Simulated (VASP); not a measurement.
## BaS: electric field gradients with PBEsol

BaS:

```
CELL_PARAMETERS angstrom
0.06388 3.22569 3.22569
3.22569 0.06388 3.22569
3.22569 3.22569 0.06388
ATOMIC_POSITIONS crystal
Ba 0.00000 0.00000 0.00000
S 0.50000 0.50000 0.50000
```

This cell differs from its parent crystal: equal xy, yz and zx shear strains of +2 %.

- Program: VASP 6.6.1
- Task: electric field gradients
- Functional: PBEsol
- Potentials or basis: VASP PAW PBE potentials, release 64 (Ba_sv, S)
- Cutoff: 520 eV
- k mesh: 8 × 8 × 8
- Occupations: fermi-dirac, width 0.02 eV
- Spin: no spin polarisation
- Dipole correction: no
- Further INCAR settings: ALGO = Normal; EDIFF = 1e-08; NBANDS = 15

```json
{
  "Pressure": "-0.5 GPa",
  "Band gap on the k mesh": "1.95 eV (least direct gap 2.09 eV)",
  "Largest electric field gradient by atom": "Ba -13.9; S +3.0 V/Å²"
}
```

Stress tensor (GPa, compression positive):
```
-0.54 -0.40 -0.40
-0.40 -0.54 -0.40
-0.40 -0.40 -0.54
```

Levels at points of the mesh, in eV from the valence-band top:
| k point | band 6 | band 7 | band 8 | band 9 | band 10 | band 11 |
| --- | --- | --- | --- | --- | --- | --- |
| (0.00, 0.00, 0.00) | -0.07 | 0.00 | 0.00 | 3.33 | 3.65 | 3.84 |
| (0.50, 0.00, 0.00) | -2.02 | -1.22 | -1.10 | 5.40 | 5.50 | 6.19 |
| (0.50, 0.50, 0.00) | -0.57 | -0.19 | -0.14 | 1.95 | 5.87 | 5.88 |
| (0.50, 0.50, 0.50) | -2.03 | -1.05 | -1.05 | 5.37 | 5.50 | 6.13 |

Electric field gradients, principal values (V/Å²):
| atom | least | middle | greatest (by size) |
| --- | --- | --- | --- |
| 1 Ba | 6.964 | 6.964 | -13.929 |
| 2 S | -1.485 | -1.485 | 2.969 |

Run time: 46 s on 1 thread of Intel(R) Xeon(R) Platinum 8488C (Sapphire Rapids) (shared host), peak memory 0.24 GiB.

Caveat: the cell differs from its parent crystal (equal xy, yz and zx shear strains of +2 %); without QUAD_EFG the Cq values of the log hold for a quadrupole moment of 1 mb, not for the nuclei; the PAW data sets were made with another functional, which shifts forces and pressure a little; spin-orbit coupling is left out, which moves the levels of the heavy elements. A k mesh can miss the band edges.
